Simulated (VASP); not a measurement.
Set up this calculation in VASP 6.6.1, as the native input.

* Task: single point
* Functional: PBE
* Potentials or basis: VASP PAW PBE potentials, release 64 (Bi_d)
* Cutoff: 520 eV
* k mesh: 12 × 12 × 12
* Occupations: gaussian, width 0.1 eV
* Spin: no spin polarisation
* Dipole correction: no
* Further INCAR settings: ALGO = Fast; EDIFF = 1e-07; NBANDS = 22

The structure of Bi lies in POSCAR:

```
Bi
1.0
    2.2911089374      1.3227723617      4.0564119865
   -2.2911089374      1.3227723617      4.0564119865
    0.0000000000     -2.6455447235      4.0564119865
Bi
2
Direct
    0.2336807962      0.2336807962      0.2336807962
    0.7663192038      0.7663192038      0.7663192038
```

One way to write it, as run:

INCAR

```
SYSTEM = Bi
ALGO = Fast
EDIFF = 1E-7
ENCUT = 520
GGA = PE
ISIF = 2
ISMEAR = 0
LASPH = .True.
LCHARG = .False.
LREAL = .False.
LWAVE = .False.
NBANDS = 22
NELM = 60
PREC = Accurate
SIGMA = 0.1
```

KPOINTS

```
k-points
0
Gamma
  12 12 12
  0 0 0
```

Potentials or basis: VASP PAW PBE potentials, release 64 (Bi_d).

Command:

```sh
$ cat potpaw_PBE.64/Bi_d/POTCAR > POTCAR
$ mpirun -np 1 vasp_std > vasp.out
```

It gave:

The pressure is -0.1 GPa. The band gap on the k mesh is zero (bands 15 and 16 overlap by 0.20 eV).

Caveat: spin-orbit coupling is left out, which moves the levels of the heavy elements.

Wall time 11 min on 1 thread of Intel Xeon 8259CL, on a shared host, peak memory 0.38 GiB.
